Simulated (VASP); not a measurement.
Here is a VASP 6.6.1 calculation.

Contents of INCAR:

```
SYSTEM = Ga4Sb3As
ALGO = Normal
EDIFF = 1E-7
ENCUT = 520
GGA = PE
ISIF = 2
ISMEAR = -1
LASPH = .True.
LCHARG = .False.
LREAL = .False.
LWAVE = .False.
NBANDS = 46
NELM = 60
PREC = Accurate
SIGMA = 0.02
```

The input KPOINTS:

```
k-points
0
Gamma
  4 6 4
  0 0 0
```

Contents of POSCAR:

```
Ga4Sb3As
1.0
    7.0777470147      0.0000000000     -0.0020271582
    0.0000000000      4.3057332498      0.0000000000
   -0.0021501170      0.0000000000      7.4421172754
As Sb Ga
1 3 4
Direct
   -0.0018274911      0.0000000000      0.3319103241
    0.0025910617      0.5000000000      0.8334369430
    0.4980456748      0.5000000000      0.1730041247
    0.5029805981      0.0000000000      0.6619732770
    0.3539247369      0.0000000000      0.3337506951
    0.3808160245      0.5000000000      0.8344684847
    0.8809838029      0.5000000000      0.1798544523
    0.8824855922      0.0000000000      0.6516016991
```

Potentials or basis: VASP PAW PBE potentials, release 64 (As, Sb, Ga_d).

Command:

```sh
$ cat potpaw_PBE.64/As/POTCAR potpaw_PBE.64/Sb/POTCAR potpaw_PBE.64/Ga_d/POTCAR > POTCAR
$ mpirun -np 1 vasp_std > vasp.out
```

Predict the pressure.

0.1 GPa.

Estimate the largest force.

0.009 eV/Å.

Forces on the atoms (eV/Å):
```
As  -0.001  0.000 -0.003
Sb   0.001  0.000  0.001
Sb   0.004  0.000  0.002
Sb   0.002  0.000 -0.001
Ga   0.004  0.000  0.000
Ga  -0.001  0.000  0.005
Ga  -0.006  0.000 -0.007
Ga  -0.003  0.000  0.003
```
